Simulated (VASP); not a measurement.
Runs of VASP 6.6.1 on Ir. The structure is that of space group Fm-3m (No. 225), or close to it. The cells are those of the table. 

| cell | gap on the mesh (eV) | pressure (GPa) |
| --- | --- | --- |
| a = 2.718, b = 2.718, c = 3.844 Å, 2 atoms | none | 2.5 |
| a = 2.664, b = 2.664, c = 3.767 Å, 2 atoms | none | 30.1 |
| a = 2.691, b = 2.691, c = 3.806 Å, 2 atoms | none | (b) |
| a = 2.637, b = 2.637, c = 3.729 Å, 2 atoms | none | 47.5 |
| a = 2.691, b = 2.725, c = 3.854 Å, 2 atoms | none | (a) |

Alike in all rows: task single point; level r2SCAN; potentials or basis VASP PAW PBE potentials, release 64 (Ir); no spin polarisation; k mesh 20 × 20 × 14; cutoff (eV) 520; smearing gaussian 0.1 eV.

Estimate the missing entries.

(a) 4.6; (b) 15.2.

Caveats: the PAW data sets were made with another functional, which shifts forces and pressure a little; spin-orbit coupling is left out, which moves the levels of the heavy elements; the cell stands under pressure (at least some runs).

A k mesh can miss the band edges, and the runs leave out spin-orbit coupling on Ir.

A gap of «none» marks levels without a gap at the run's occupations.
